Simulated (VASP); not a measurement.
Runs of VASP 6.6.1 on Ti. The structure is that of space group Im-3m (No. 229), or close to it. The cells are those of the table. This isn't the form of Ti at room conditions, which is hcp.

| level | cell | share of exact exchange | gap on the mesh (eV) | pressure (GPa) |
| --- | --- | --- | --- | --- |
| r2SCANh | a = 2.898 Å, angles 109.5°, 1 atom | 0.1 | none | -7.9 |
| PBEsol-based global hybrid with 25 % exact exchange | a = 2.842 Å, angles 109.5°, 1 atom | 0.25 | none | (a) |
| r2SCANh | a = 2.880 Å, angles 109.5°, 1 atom | 0.1 | none | -6.1 |
| B3LYP | a = 2.842 Å, angles 109.5°, 1 atom | 0.2 | none | -2.3 |

Alike in all rows: potentials or basis VASP PAW PBE potentials, release 64 (Ti_sv); no spin polarisation; smearing fermi-dirac 0.05 eV.

Task: Fill in the values left out.

Result: (a) -6.2.

Caveats: all runs use coarse meshes; the PAW data sets were made with another functional, which shifts forces and pressure a little.

A gap of «none» marks levels without a gap at the run's occupations.
